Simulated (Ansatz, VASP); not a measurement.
**Two plane-wave programs on SiC**

```
Si C
1.0
     0.00000    2.17900    2.17900
     2.17900    0.00000    2.17900
     2.17900    2.17900    0.00000
Si C
1 1
Direct
  0.00000 0.00000 0.00000
  0.25000 0.25000 0.25000
```

Alike in both runs: functional PBE; k mesh 17 × 17 × 17; occupations fermi-dirac, width 0.02 eV; no spin polarisation.

Ansatz relaxed the structure, and its values are those at the end. VASP's run is a single point on that final structure, the one shown.

|  | VASP | Ansatz |
| --- | --- | --- |
| version | VASP 6.6.1 | Ansatz 0.2.0 |
| potentials or method | VASP PAW PBE potentials, release 64 (Si, C) | plane-wave PAW, scalar-relativistic |
| plane-wave cutoff (eV) | 520 | 420 |
| valence electrons in the cell | 8 | 8 |

Ansatz gave:

```
gap on the k mesh at the Fermi level (eV) : 1.40
pressure (GPa)                            : 3.3
```

Q: What did VASP give for the same quantities?

A: gap on the k mesh at the Fermi level (eV): 1.40; pressure (GPa): 3.2.

Ansatz's warnings: stress scf threshold loose.
